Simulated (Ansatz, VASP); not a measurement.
# One calculation of Sn3Te, two programs

File INCAR:

```
ALGO = Normal ; EDIFF = 1E-7
ENCUT = 520 ; GGA = PS
ISIF = 2 ; ISMEAR = -1
LASPH = T ; LCHARG = T
LELF = T ; LREAL = F
LVHAR = T ; LWAVE = F
NBANDS = 32 ; NELM = 100
PREC = Accurate ; SIGMA = 0.05
```

The input KPOINTS:

```
k-points
0
Gamma
  6 6 6
```

Contents of POSCAR:

```
Sn3Te
1.0
    4.7662957215      0.0000000000      0.0000000000
    0.0000000000      4.7662957215      0.0000000000
    0.0000000000      0.0000000000      4.7662957215
Te Sn
1 3
Direct
    0.0000000000      0.0000000000      0.0000000000
    0.0000000000      0.5000000000      0.5000000000
    0.5000000000      0.0000000000      0.5000000000
    0.5000000000      0.5000000000      0.0000000000
```

File input.yaml:

```yaml
crystal:
  lattice:
    - [4.7662957215, 0.0, 0.0]
    - [0.0, 4.7662957215, 0.0]
    - [0.0, 0.0, 4.7662957215]
  atoms:
    - { symbol: Te, position: [0.0, 0.0, 0.0] }
    - { symbol: Sn, position: [0.0, 0.5, 0.5] }
    - { symbol: Sn, position: [0.5, 0.0, 0.5] }
    - { symbol: Sn, position: [0.5, 0.5, 0.0] }
kpoints:
  mp_grid: { grid: [6, 6, 6] }
scf:
  occupations: { method: fermi_dirac, width: 0.05 }
hamiltonian:
  xc: pbesol
  pseudopotentials: { kind: all_electron, lapw: { basis_error: 0.001 } }
output:
  forces: true
  stress: true
  eigenvalues: true
```

Change from the starting cell: volume scaled by 0.94.

Alike in both runs: task single point; functional PBEsol; k mesh 6 × 6 × 6; occupations fermi-dirac, width 0.05 eV; no spin polarisation.

```csv
,VASP,Ansatz
version,VASP 6.6.1,Ansatz 0.2.0
potentials or method,"VASP PAW PBE potentials, release 64 (Te, Sn_d), cutoff 520 eV","all-electron LAPW, scalar-relativistic"
```

```csv
,VASP,Ansatz,Ansatz less VASP
gap on the k mesh at the Fermi level (eV),none,none,-
pressure (GPa),0.5,0.5,+0.04
```

VASP's potentials were made for PBE, not for PBEsol. A gap of «none» marks a metal or a gap that the smearing closes. Ansatz ran all-electron here, and VASP with PAW potentials.

Neither program's run includes spin-orbit coupling.
